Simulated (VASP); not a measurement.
The system is PbSe, a slab with vacuum.

```
Pb Se
1.0
     4.35522    0.00000    0.00000
    -0.01017    4.35521    0.00000
    -2.17253   -2.17761   11.83861
Pb Se
2 2
Direct
  0.80684 0.80730 0.61844
  0.18545 0.19981 0.38238
  0.28733 0.32315 0.62319
  0.68427 0.69990 0.37796
```

This cell differs from its parent crystal: volume scaled by 0.96.

Base run:

- Program: VASP 6.6.1
- Functional: PBEsol
- Potentials or basis: VASP PAW PBE potentials, release 64 (Pb_d, Se)
- Cutoff: 520 eV
- k mesh: 6 × 6 × 3
- Occupations: fermi-dirac, width 0.05 eV
- Spin: no spin polarisation

Its results: band gap on the k mesh 1.51 eV, direct; largest force 0.264 eV/Å.

The run is repeated on the same cell with these changes: functional from PBEsol to LDA; potentials or basis from VASP PAW PBE potentials, release 64 (Pb_d, Se) to VASP PAW LDA potentials, release 64 (Pb_d, Se). What comes out?

Band gap on the k mesh 1.46 eV, direct; largest force 0.370 eV/Å.

Caveats: spin-orbit coupling is left out, which moves the levels of the heavy elements; the PAW data sets were made with another functional, which shifts forces and pressure a little (some runs).

A k mesh can miss the band edges.
